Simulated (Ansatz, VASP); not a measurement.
One calculation of Zn4HO4, two programs

File INCAR:

```
SYSTEM = Zn4HO4
ALGO = Normal
EDIFF = 1E-7
ENCUT = 520
GGA = PS
ISIF = 2
ISMEAR = 0
LASPH = .True.
LCHARG = .False.
LREAL = .False.
LWAVE = .False.
NBANDS = 46
NELM = 100
PREC = Accurate
SIGMA = 0.05
```

The input KPOINTS:

```
k-points
0
Gamma
  4 4 8
  0 0 0
```

The input POSCAR:

```
Zn4HO4
1.0
    5.5148137916      0.0000000000      0.0000000000
    0.0000000000      5.5148137916      0.0000000000
    0.0000000000      0.0000000000      3.2430062931
Zn O H
4 4 1
Direct
    0.1820657240      0.1820657240      0.5000000000
    0.8179342760      0.8179342760      0.5000000000
    0.6820657240      0.3179342760      0.0000000000
    0.3179342760      0.6820657240      0.0000000000
    0.8180023132      0.1819976868      0.5000000000
    0.1819976868      0.8180023132      0.5000000000
    0.6819976868      0.6819976868      0.0000000000
    0.3180023132      0.3180023132      0.0000000000
    1.0000405349     -0.6180023132      0.1000000000
```

Input for Ansatz:

```yaml
crystal:
  lattice:
    - [5.5148137916, 0.0, 0.0]
    - [0.0, 5.5148137916, 0.0]
    - [0.0, 0.0, 3.2430062931]
  atoms:
    - { symbol: Zn, position: [0.182065724, 0.182065724, 0.5] }
    - { symbol: Zn, position: [0.817934276, 0.817934276, 0.5] }
    - { symbol: Zn, position: [0.682065724, 0.317934276, 0.0] }
    - { symbol: Zn, position: [0.317934276, 0.682065724, 0.0] }
    - { symbol: O, position: [0.8180023132, 0.1819976868, 0.5] }
    - { symbol: O, position: [0.1819976868, 0.8180023132, 0.5] }
    - { symbol: O, position: [0.6819976868, 0.6819976868, 0.0] }
    - { symbol: O, position: [0.3180023132, 0.3180023132, 0.0] }
    - { symbol: H, position: [1.0000405349, -0.6180023132, 0.1] }
basis:
  ecutwfc: 420
kpoints:
  mp_grid: { grid: [4, 4, 8] }
hamiltonian:
  xc: pbesol
  pseudopotentials: { kind: paw, azcp: { folder: soft_1 } }
scf:
  occupations: { method: gaussian, width: 0.05 }
output:
  forces: true
  stress: true
  eigenvalues: true
```

Alike in both runs: task single point; functional PBEsol; k mesh 4 × 4 × 8; occupations gaussian, width 0.05 eV; no spin polarisation.

|  | VASP | Ansatz |
| --- | --- | --- |
| version | VASP 6.6.1 | Ansatz 0.2.0 |
| potentials or method | VASP PAW PBE potentials, release 64 (Zn, O, H), cutoff 520 eV | scalar-relativistic, plane waves, PAW |
| valence electrons in the cell | 73 | 73 |

Ansatz gave:

* gap on the k mesh at the Fermi level (eV): none
* pressure (GPa): 3.8
* traceless stress, the component that is largest in VASP (GPa): 1.42
* rms of the force components (eV/Å): 0.304

Task: What did VASP give for the same quantities?

Result: gap on the k mesh at the Fermi level (eV): none; pressure (GPa): 4.7; traceless stress, the component that is largest in VASP (GPa): 1.53; rms of the force components (eV/Å): 0.305.

VASP's potentials were made for PBE, not for PBEsol, and Ansatz warns of the same on its side. Atom by atom the forces differ by 0.004 eV/Å (rms over components). A gap of «none» marks a metal or a gap that the smearing closes.
